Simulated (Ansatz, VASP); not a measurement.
## BP: VASP beside Ansatz

File INCAR:

```
PREC = Accurate
ENCUT = 520
EDIFF = 1E-6
ISMEAR = -1
SIGMA = 0.1
LREAL = False
LASPH = True
NELM = 80
ALGO = Normal
ISIF = 2
LWAVE = False
LCHARG = True
GGA = PS
LELF = True
LVHAR = True
NBANDS = 11
```

KPOINTS

```
Automatic mesh
0
Gamma
  15 15 15
```

File POSCAR:

```
BP
1.0
    0.0000000000      2.1011672480      2.1011672480
    2.1011672480      0.0000000000      2.1011672480
    2.1011672480      2.1011672480      0.0000000000
B P
1 1
Direct
    0.0000000000      0.0000000000      0.0000000000
    0.5000000000      0.5000000000      0.5000000000
```

Input for Ansatz:

```yaml
crystal:
  lattice:
    - [0.0, 2.101167248, 2.101167248]
    - [2.101167248, 0.0, 2.101167248]
    - [2.101167248, 2.101167248, 0.0]
  atoms:
    - { symbol: B, position: [0.0, 0.0, 0.0] }
    - { symbol: P, position: [0.5, 0.5, 0.5] }
kpoints:
  mp_grid: { grid: [15, 15, 15] }
scf:
  occupations: { method: fermi_dirac, width: 0.1 }
hamiltonian:
  xc: pbesol
  pseudopotentials: { kind: paw, partial_waves: polarizable }
output:
  forces: true
  stress: true
  eigenvalues: true
```

Change from the starting cell: volume scaled by 0.94, PAW files, partial_waves polarizable.

Alike in both runs: task single point; functional PBEsol; k mesh 15 × 15 × 15; occupations fermi-dirac, width 0.1 eV; no spin polarisation.

|  | VASP | Ansatz |
| --- | --- | --- |
| version | VASP 6.6.1 | Ansatz 0.2.0 |
| potentials or method | VASP PAW PBE potentials, release 64 (B, P) | PAW with Ansatz's default frozen-core files, scalar-relativistic |
| plane-wave cutoff (eV) | 520 | 420 |
| valence electrons in the cell | 8 | 8 |

```csv
,VASP,Ansatz,Ansatz less VASP
pressure (GPa),11.9,11.7,-0.22
```

VASP's potentials were made for PBE, not for PBEsol. With one functional, cell and mesh, what is left measures potentials, basis and numerics.
